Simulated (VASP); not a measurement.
The system is K3RuW.

```
K Ru W
1.0
     5.00102    0.00000    0.00000
     0.00000    5.00102    0.00000
     0.00000    0.00000    5.00102
K Ru W
3 1 1
Direct
  0.00000 0.50000 0.50000
  0.50000 0.00000 0.50000
  0.50000 0.50000 0.00000
  0.50000 0.50000 0.50000
  0.00000 0.00000 0.00000
```

The cell was generated, and may not be a known phase.

* Program: VASP 6.6.1
* Task: relaxation of cell and atoms
* Functional: PBE
* Potentials or basis: VASP PAW PBE potentials, release 64 (K_sv, Ru_pv, W_sv)
* Cutoff: 500 eV
* k mesh: 3 × 3 × 3
* Occupations: gaussian, width 0.2 eV
* Spin: no spin polarisation

At the start: pressure 10.9 GPa; volume 25.02 Å³/atom.

Question: How do energy, volume and symmetry change on relaxing?

Answer: Over 5 steps the energy falls by 309.3 meV/atom and the volume is 40.09 Å³/atom (+60.3 %); space group Pm-3m (No. 221, to 0.1 Å) before and after.

The path:
| step | energy change (eV) | largest force (eV/Å) | pressure (GPa) | volume (Å³) |
| --- | --- | --- | --- | --- |
| 1 | 0.0000 | 0.0000 | 10.90 | 125.08 |
| 2 | -1.2615 | 0.0000 | 2.84 | 158.47 |
| 3 | -1.4808 | 0.0000 | 1.11 | 176.95 |
| 4 | -1.5039 | 0.0000 | -0.63 | 218.12 |
| 5 | -1.5466 | 0.0000 | -0.11 | 200.44 |

Final structure:
```
CELL_PARAMETERS angstrom
5.85228 0.00000 0.00000
0.00000 5.85228 0.00000
0.00000 0.00000 5.85228
ATOMIC_POSITIONS crystal
K 0.00000 0.50000 0.50000
K 0.50000 0.00000 0.50000
K 0.50000 0.50000 0.00000
Ru 0.50000 0.50000 0.50000
W 0.00000 0.00000 0.00000
```

Caveat: the k points lie up to 0.36 Å⁻¹ apart in the final cell, too coarse for converged energies and pressures of a metal; the volume moved by over 15 % at a fixed basis, so the end points are rough.
